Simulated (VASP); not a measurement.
KI:

```
K I
1.0
     4.24638    0.00000    0.00000
     0.00000    4.24638    0.00000
     0.00000    0.00000    4.24638
K I
1 1
Direct
  0.00000 0.00000 0.00000
  0.50000 0.50000 0.50000
```

| Property | Result |
| --- | --- |
| Program | VASP 6.6.1 |
| Task | relaxation of cell and atoms |
| Functional | PBE |
| Potentials or basis | VASP PAW PBE potentials, release 64 (K_sv, I) |
| Cutoff | 600 eV |
| k mesh | 6 × 6 × 6 |
| Occupations | fermi-dirac, width 0.02 eV |
| Spin | no spin polarisation |

At the start: pressure 1.0 GPa; volume 38.28 Å³/atom.

Where does the relaxation end?

Over 4 steps the energy falls by 8.1 meV/atom and the volume is 41.02 Å³/atom (+7.2 %); space group Pm-3m (No. 221, to 0.1 Å) before and after.

The path:
```csv
step,energy change (eV),largest force (eV/Å),pressure (GPa),volume (Å³)
1,0.0000,0.0000,1.02,76.57
2,-0.0124,0.0000,0.46,79.30
3,-0.0160,0.0000,-0.08,82.58
4,-0.0162,0.0000,0.00,82.05
```

Final structure:
```cif
data_structure
_symmetry_space_group_name_H-M 'P 1'
_symmetry_Int_Tables_number 1
_cell_length_a 4.3453
_cell_length_b 4.3453
_cell_length_c 4.3453
_cell_angle_alpha 90.000
_cell_angle_beta 90.000
_cell_angle_gamma 90.000
_cell_volume 82.05
loop_
_atom_site_label
_atom_site_type_symbol
_atom_site_fract_x
_atom_site_fract_y
_atom_site_fract_z
_atom_site_occupancy
K1 K 0.00000 0.00000 0.00000 1
I1 I 0.50000 0.50000 0.50000 1
```
